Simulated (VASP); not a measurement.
# Si2Mo (P6_222) in VASP: relaxation of shape and atoms at fixed volume with PBEsol

Aim: the relaxation of shape and atoms at fixed volume of Si2Mo with PBEsol.

Everything below comes from runs of VASP 6.6.1. Logs are shortened: lines on timing, memory, paths and dates and some standing lists are left out, and cuts for length are marked.

**1. The cell of the first run**

The structure is hexagonal, space group P6_222 (No. 180). The conventional cell has a = 4.528 Å, b = 4.528 Å, c = 6.500 Å, α = 90.00°, β = 90.00°, γ = 120.00°. Within 3.3 Å of Si (site symmetry 2) lie 9 Si at 2.52 to 3.16 Å and 5 Mo at 2.54 to 2.63 Å. Within 3.3 Å of Mo (site symmetry 222) lie 10 Si at 2.54 to 2.63 Å and 4 Mo at 3.13 Å.

**2. Relaxation of shape and atoms at fixed volume, PBEsol (12.83 Å³/atom)**

Contents of INCAR:

```
SYSTEM = Si2Mo
ALGO     = Normal         ! electronic algorithm
EDIFF    = 1E-6           ! SCF threshold, eV
EDIFFG   = -0.01          ! ionic threshold
ENCUT    = 600            ! plane-wave cutoff, eV
GGA      = PS             ! functional
IBRION   = 2              ! ionic algorithm
ISIF     = 4              ! what is computed and relaxed
ISMEAR   = 0              ! smearing method
LASPH    = .True.         ! aspherical terms in the spheres
LCHARG   = .False.        ! write CHGCAR
LREAL    = .False.        ! projectors in reciprocal space
LWAVE    = .False.        ! write WAVECAR
NELM     = 80             ! most SCF steps
NSW      = 50             ! ionic steps
PREC     = Accurate       ! precision mode
SIGMA    = 0.1            ! smearing width, eV
```

Contents of KPOINTS:

```
k-points
0
Gamma
  12 12 6
  0 0 0
```

Contents of POSCAR:

```
Si2Mo
1.0
    4.5282307626      0.0000000000      0.0000000000
   -2.2641153813      3.9215628746      0.0000000000
    0.0000000000      0.0000000000      6.5002238536
Si Mo
6 3
Direct
    0.1641680652      0.8358319348      0.8333333333
    0.3283361305      0.1641680652      0.1666666667
    0.8358319348      0.6716638695      0.5000000000
    0.8358319348      0.1641680652      0.8333333333
    0.6716638695      0.8358319348      0.1666666667
    0.1641680652      0.3283361305      0.5000000000
    0.5000000000      0.0000000000      0.5000000000
    0.0000000000      0.5000000000      0.1666666667
    0.5000000000      0.5000000000      0.8333333333
```

Potentials or basis: VASP PAW PBE potentials, release 64 (Si, Mo_sv).

Started as:

```
$ cat potpaw_PBE.64/Si/POTCAR potpaw_PBE.64/Mo_sv/POTCAR > POTCAR
$ mpirun -np 1 vasp_std > vasp.out
```

OUTCAR:

```text
SYSTEM = Si2Mo
   EDIFF = 1E-6
   EDIFFG = -0.01
   ENCUT = 600
   GGA = PS
   IBRION = 2
   ISIF = 4
   ISMEAR = 0
   LASPH = .True.
   LREAL = .False.
   NELM = 80
   NSW = 50
   PREC = Accurate

 ion  position               nearest neighbor table
   1  0.164  0.836  0.833-   3 2.52   2 2.52   7 2.54   8 2.54   4 2.58   9 2.60   9 2.60   9 2.63
                             4 2.63   4 2.63   6 3.11   5 3.11
   2  0.328  0.164  0.167-   6 2.52   1 2.52   7 2.54   9 2.54   5 2.58   8 2.60   8 2.60   8 2.63
                             5 2.63   5 2.63   3 3.11   4 3.11
   3  0.836  0.672  0.500-   1 2.52   5 2.52   8 2.54   9 2.54   6 2.58   7 2.60   7 2.60   7 2.63
                             6 2.63   6 2.63   4 3.11   2 3.11
   4  0.836  0.164  0.833-   6 2.52   5 2.52   7 2.54   8 2.54   1 2.58   9 2.60   9 2.60   9 2.63
                             1 2.63   1 2.63   3 3.11   2 3.11
   5  0.672  0.836  0.167-   3 2.52   4 2.52   7 2.54   9 2.54   2 2.58   8 2.60   8 2.60   8 2.63
                             2 2.63   2 2.63   6 3.11   1 3.11
   6  0.164  0.328  0.500-   4 2.52   2 2.52   8 2.54   9 2.54   3 2.58   7 2.60   7 2.60   7 2.63
                             3 2.63   3 2.63   5 3.11   1 3.11
   7  0.500  0.000  0.500-   2 2.54   5 2.54   4 2.54   1 2.54   6 2.60   3 2.60   6 2.60   3 2.60
                             6 2.63   3 2.63   8 3.13   9 3.13   9 3.13   8 3.13
   8  0.000  0.500  0.167-   3 2.54   6 2.54   4 2.54   1 2.54   2 2.60   5 2.60   2 2.60   5 2.60
                             5 2.63   2 2.63   7 3.13   7 3.13   9 3.13   9 3.13
   9  0.500  0.500  0.833-   3 2.54   6 2.54   5 2.54   2 2.54   4 2.60   1 2.60   1 2.60   4 2.60
                             1 2.63   4 2.63   7 3.13   7 3.13   8 3.13   8 3.13

  LATTYP: Found a hexagonal cell.
 ALAT       =     4.5282307626
 C/A-ratio  =     1.4354886476

  Lattice vectors:

 A1 = (   4.5282307626,   0.0000000000,   0.0000000000)
 A2 = (  -2.2641153813,   3.9215628746,   0.0000000000)
 A3 = (   0.0000000000,   0.0000000000,   6.5002238536)

Analysis of symmetry for initial positions (statically):
=====================================================================
 Subroutine PRICEL returns:
 Original cell was already a primitive cell.

 Routine SETGRP: Setting up the symmetry group for a
 hexagonal supercell.

 Subroutine GETGRP returns: Found 12 space group operations
 (whereof  4 operations were pure point group operations)
 out of a pool of 24 trial point group operations.

The static configuration has the point symmetry D_2 .
 The point group associated with its full space group is D_6 .

Analysis of symmetry for dynamics (positions and initial velocities):
=====================================================================
 Subroutine PRICEL returns:
 Original cell was already a primitive cell.

 Routine SETGRP: Setting up the symmetry group for a
 hexagonal supercell.

 Subroutine GETGRP returns: Found 12 space group operations
 (whereof  4 operations were pure point group operations)
 out of a pool of 24 trial point group operations.

The dynamic configuration has the point symmetry D_2 .
 The point group associated with its full space group is D_6 .

 Subroutine INISYM returns: Found 12 space group operations
 (whereof  4 operations are pure point group operations),
 and found     1 'primitive' translations

----------------------------------------------------------------------------------------

                                     Primitive cell

  volume of cell :     115.4293

  direct lattice vectors                    reciprocal lattice vectors
     4.528230763  0.000000000  0.000000000     0.220836802  0.127500187  0.000000000
    -2.264115381  3.921562875  0.000000000     0.000000000  0.255000374  0.000000000
     0.000000000  0.000000000  6.500223854     0.000000000  0.000000000  0.153840856

  length of vectors
     4.528230763  4.528230763  6.500223854     0.255000374  0.255000374  0.153840856

  position of ions in fractional coordinates (direct lattice)
     0.164168065  0.835831935  0.833333333
     0.328336130  0.164168065  0.166666667
     0.835831935  0.671663870  0.500000000
     0.835831935  0.164168065  0.833333333
     0.671663870  0.835831935  0.166666667
     0.164168065  0.328336130  0.500000000
     0.500000000  0.000000000  0.500000000
     1.000000000  0.500000000  0.166666667
     0.500000000  0.500000000  0.833333333

  ion indices of the primitive-cell ions
   primitive index   ion index
                 1           1
                 2           2
                 3           3
                 4           4
                 5           5
                 6           6
                 7           7
                 8           8
                 9           9

----------------------------------------------------------------------------------------

 KPOINTS: k-points

Automatic generation of k-mesh.
 Grid dimensions read from file:
 generate k-points for:   12   12    6

 Generating k-lattice:

  Cartesian coordinates                     Fractional coordinates (reciprocal lattice)
     0.018403067  0.010625016  0.000000000     0.083333333  0.000000000  0.000000000
     0.000000000  0.021250031  0.000000000     0.000000000  0.083333333  0.000000000
     0.000000000  0.000000000  0.025640143     0.000000000  0.000000000  0.166666667

  Length of vectors
     0.021250031  0.021250031  0.025640143

  Shift w.r.t. Gamma in fractional coordinates (k-lattice)
     0.000000000  0.000000000  0.000000000

 Subroutine IBZKPT returns following result:
 ===========================================

 Found     76 irreducible k-points:

 Following reciprocal coordinates:
            Coordinates               Weight
  0.000000  0.000000  0.000000      1.000000
  0.083333  0.000000  0.000000      6.000000
  0.166667  0.000000  0.000000      6.000000
  0.250000  0.000000  0.000000      6.000000
  0.333333  0.000000  0.000000      6.000000
  0.416667  0.000000  0.000000      6.000000
[... 16 lines left out ...]
  0.250000  0.000000  0.166667     12.000000
  0.333333  0.000000  0.166667     12.000000
 [... further k-points ...]
   k-points           NKPTS =     76   k-points in BZ     NKDIM =     76   number of bands    NBANDS=     39
   number of dos      NEDOS =    301   number of ions     NIONS =      9
   total plane-waves  NPLWV =  69984
   dimension x,y,z NGX =    36 NGY =   36 NGZ =   54
   dimension x,y,z NGXF=    72 NGYF=   72 NGZF=  108
   ions per type =               6   3
   NGX,Y,Z   is equivalent  to a cutoff of  13.22, 13.22, 13.81 a.u.
   NGXF,Y,Z  is equivalent  to a cutoff of  26.43, 26.43, 27.62 a.u.
 SYSTEM =  Si2Mo
   PREC   = accura    normal or accurate (medium, high low for compatibility)
   ISTART =      0    job   : 0-new  1-cont  2-samecut
   ICHARG =      2    charge: 1-file 2-atom 10-const
   ISPIN  =      1    spin polarized calculation?
   LNONCOLLINEAR =      F non collinear calculations
   LSORBIT =      F    spin-orbit coupling
   LASPH  =      T    aspherical Exc in radial PAW
   ENCUT  =  600.0 eV  44.10 Ry    6.64 a.u.   9.04  9.04 12.98*2*pi/ulx,y,z
   NELM   =     80;   NELMIN=  2; NELMDL= -5     # of ELM steps
   EDIFF  = 0.1E-05   stopping-criterion for ELM
   LREAL  =      F    real-space projection
   EDIFFG = -.1E-01   stopping-criterion for IOM
   NSW    =     50    number of steps for IOM
   IBRION =      2    ionic relax: 0-MD 1-quasi-New 2-CG
   NFREE  =      1    steps in history (QN), initial steepest desc. (CG)
   ISIF   =      4    stress and relaxation
   ISYM   =      2    0-nonsym 1-usesym 2-fastsym
   POTIM  = 0.5000    time-step for ionic-motion
   TEBEG  =    0.0;   TEEND  =   0.0 temperature during run
   PSTRESS=    0.0 pullay stress
   NELECT =      66.0000    total number of electrons
   NUPDOWN=      -1.0000    fix difference up-down
   EMIN   =  10.00;   EMAX   =-10.00  energy-range for DOS
   EFERMI =   0.00;   METHOD = LEGACY
   ISMEAR =     0;   SIGMA  =   0.10  broadening in eV -4-tet -1-fermi 0-gaus
   EFERMI_NEDOS =   21; number of points for ismear=-14 and -15
   IALGO  =     38    algorithm
   IMIX   =      4    mixing-type and parameters
     AMIX     =   0.40;   BMIX     =  1.00
     AMIX_MAG =   1.60;   BMIX_MAG =  1.00
  volume/ion in A,a.u.               =      12.83        86.55
  Fermi-wavevector in a.u.,A,eV,Ry     =   1.358785  2.567732 25.120397  1.846297
  Thomas-Fermi vector in A             =   2.485589
   LORBIT       =      0    0 simple, 1 ext, 2 COOP (PROOUT), +10 PAW based schemes
   GGA     = PS    functional components
   LHFCALC =     F    Hartree Fock is set to
   AEXX    =    0.0000 exact exchange contribution
   IVDW    =     0    specifies the selected vdW correction
   LEPSILON=     F    determine dielectric tensor
   LRPA    =     F    only Hartree local field effects (RPA)
 conjugate gradient relaxation of ions
 non-spin polarized calculation
 Gauss-broadening in eV      SIGMA  =   0.10
  energy-cutoff  :      600.00
  volume of cell :      115.43
 maximum number of plane-waves:      3879
   NGX = 19   NGY = 19   NGZ = 25

--------------------------------------- Ionic step        1  -------------------------------------------

 number of electron      65.9999992 magnetization

 Free energy of the ion-electron system (eV)
  ---------------------------------------------------
  ext. energy  EPLUGINS =         0.00000000
  ---------------------------------------------------
  free energy    TOTEN  =       -74.90012805 eV

  energy without entropy =      -74.89951878  energy(sigma->0) =      -74.89982342

------------------------ aborting loop because EDIFF is reached ----------------------------------------

  FORCE on cell =-STRESS in cart. coord.  units (eV):
  Direction    XX          YY          ZZ          XY          YZ          ZX
  --------------------------------------------------------------------------------------
  -------------------------------------------------------------------------------------
  Total        5.3341925      5.3341925      5.7983991      0.0000000     -0.0000000      0.0000000
  in kB       74.0394557     74.0394557     80.4827187      0.0000000     -0.0000000      0.0000000
  external PRESSURE =      76.1872100 kB  Pullay stress =       0.0000000 kB
[... 71 lines left out ...]
  energy  without entropy=      -74.8998305549  energy(sigma->0) =      -74.90012718

--------------------------------------- Ionic step        3  -------------------------------------------

 number of electron      65.9999991 magnetization

 Free energy of the ion-electron system (eV)
  ---------------------------------------------------
  ext. energy  EPLUGINS =         0.00000000
  ---------------------------------------------------
  free energy    TOTEN  =       -74.90045115 eV

  energy without entropy =      -74.89985426  energy(sigma->0) =      -74.90015270

 E-fermi :  13.4358     XC(G=0): -12.7211

 val. band max:       13.4191932453   @ k =   0.5000   0.0000   0.5000
 cond. band min:      13.4397767668   @ k =   0.5000   0.0000   0.0000
 fundamental gap:      0.0205835215
 Fermi energy:        13.4358176973

 k-point     1 :       0.0000    0.0000    0.0000
  band No.  band energies     occupation
      1     -47.6027      2.00000
      2     -47.5662      2.00000
      3     -47.5662      2.00000
      4     -21.9156      2.00000
      5     -21.9108      2.00000
      6     -21.9108      2.00000
[... 997 lines left out ...]
     38      14.9033      0.00000
     39      15.6218      0.00000

 [... further k-points ...]

------------------------ aborting loop because EDIFF is reached ----------------------------------------

  FORCE on cell =-STRESS in cart. coord.  units (eV):
  Direction    XX          YY          ZZ          XY          YZ          ZX
  --------------------------------------------------------------------------------------
  -------------------------------------------------------------------------------------
  Total        5.4667558      5.4667558      5.4673065      0.0000000      0.0000000      0.0000000
  in kB       75.8794563     75.8794563     75.8870999      0.0000000      0.0000000      0.0000000
  external PRESSURE =      75.8820042 kB  Pullay stress =       0.0000000 kB
[... 24 lines left out ...]
  FREE ENERGIE OF THE ION-ELECTRON SYSTEM (eV)
  ---------------------------------------------------
  free  energy   TOTEN  =       -74.9004511501 eV

  energy  without entropy=      -74.8998542566  energy(sigma->0) =      -74.90015270

 reached required accuracy - stopping structural energy minimisation
```

Wall time 12 min (1 thread of Oxide Virtual Turin-like, shared host); peak memory 0.44 GiB.

What came out:

```yaml
Free_energy: -74.9005 eV
Energy_gained_by_relaxing: 0.0 meV/atom
Ionic_steps: 3
Pressure_after_relaxing: 7.6 GPa
Band_gap_on_the_k_mesh: 0.02 eV (least direct gap 0.57 eV)
```

Forces in eV/Å, atoms in the order of the input:
```
Si  -0.002  0.001  0.000
Si  -0.002 -0.001  0.000
Si   0.000  0.002  0.000
Si   0.002 -0.001  0.000
Si   0.002  0.001  0.000
Si   0.000 -0.002  0.000
Mo   0.000  0.000  0.000
Mo   0.000  0.000  0.000
Mo   0.000  0.000  0.000
```

The path:
```tsv
step	energy change (eV)	largest force (eV/Å)	pressure (GPa)	volume (Å³)
1	0.0000	0.0152	7.62	115.43
2	-0.0003	0.0019	7.58	115.43
3	-0.0003	0.0021	7.59	115.43
```

Final structure:
```
Si Mo
1.0
     4.52534    0.00000    0.00000
    -2.26267    3.91906    0.00000
     0.00000    0.00000    6.50853
Si Mo
6 3
Direct
  0.16410 0.83590 0.83333
  0.32819 0.16410 0.16667
  0.83590 0.67181 0.50000
  0.83590 0.16410 0.83333
  0.67181 0.83590 0.16667
  0.16410 0.32819 0.50000
  0.50000 0.00000 0.50000
  0.00000 0.50000 0.16667
  0.50000 0.50000 0.83333
```

Caveat: the PAW data sets were made with another functional, which shifts forces and pressure a little. A k mesh can miss the band edges.
